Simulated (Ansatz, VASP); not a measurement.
## SrTiO3: VASP beside Ansatz

File INCAR:

```
SYSTEM = SrTiO3
ALGO = Normal
EDIFF = 1E-7
ENCUT = 520
GGA = PS
ISIF = 2
ISMEAR = 0
LASPH = .TRUE.
LCHARG = .FALSE.
LREAL = .FALSE.
LWAVE = .FALSE.
NBANDS = 28
NELM = 100
PREC = Accurate
SIGMA = 0.05
```

File KPOINTS:

```
k-points
0
G
  8 8 8
  0 0 0
```

POSCAR

```
SrTiO3
1.0
    4.0078537395      0.0000000000      0.0000000000
    0.0000000000      4.0078537395      0.0000000000
    0.0000000000      0.0000000000      4.0078537395
Sr Ti O
1 1 3
Direct
    0.0000000000      0.0000000000      0.0000000000
    0.5000000000      0.5000000000      0.5000000000
    0.0000000000      0.5000000000      0.5000000000
    0.5000000000      0.0000000000      0.5000000000
    0.5000000000      0.5000000000      0.0000000000
```

Input for Ansatz:

```yaml
crystal:
  lattice:
    - [4.0078537395, 0.0, 0.0]
    - [0.0, 4.0078537395, 0.0]
    - [0.0, 0.0, 4.0078537395]
  atoms:
    - { symbol: Sr, position: [0.0, 0.0, 0.0] }
    - { symbol: Ti, position: [0.5, 0.5, 0.5] }
    - { symbol: O, position: [0.0, 0.5, 0.5] }
    - { symbol: O, position: [0.5, 0.0, 0.5] }
    - { symbol: O, position: [0.5, 0.5, 0.0] }
basis:
  ecutwfc: 420
kpoints:
  mp_grid: { grid: [8, 8, 8] }
hamiltonian:
  xc: pbesol
scf:
  occupations: { method: gaussian, width: 0.05 }
output:
  forces: true
  stress: true
  eigenvalues: true
```

Change from the starting cell: strain +0.030 along x and y, +0.030 along z, atoms carried along.

Alike in both runs: task single point; functional PBEsol; k mesh 8 × 8 × 8; occupations gaussian, width 0.05 eV; no spin polarisation.

```csv
,VASP,Ansatz
version,VASP 6.6.1,Ansatz 0.2.0
potentials or method,"VASP PAW PBE potentials, release 64 (Sr_sv, Ti_sv, O), cutoff 520 eV","scalar-relativistic, plane waves, PAW"
valence electrons in the cell,40,40
```

Ansatz gave:

- gap on the k mesh at the Fermi level (eV): 1.69
- least direct gap on the mesh (eV): 2.08
- pressure (GPa): -13.6

Q: Estimate VASP's values.

A: gap on the k mesh at the Fermi level (eV): 1.66; least direct gap on the mesh (eV): 2.06; pressure (GPa): -13.0.

VASP's potentials were made for PBE, not for PBEsol. With one functional, cell and mesh, what is left measures potentials, basis and numerics.
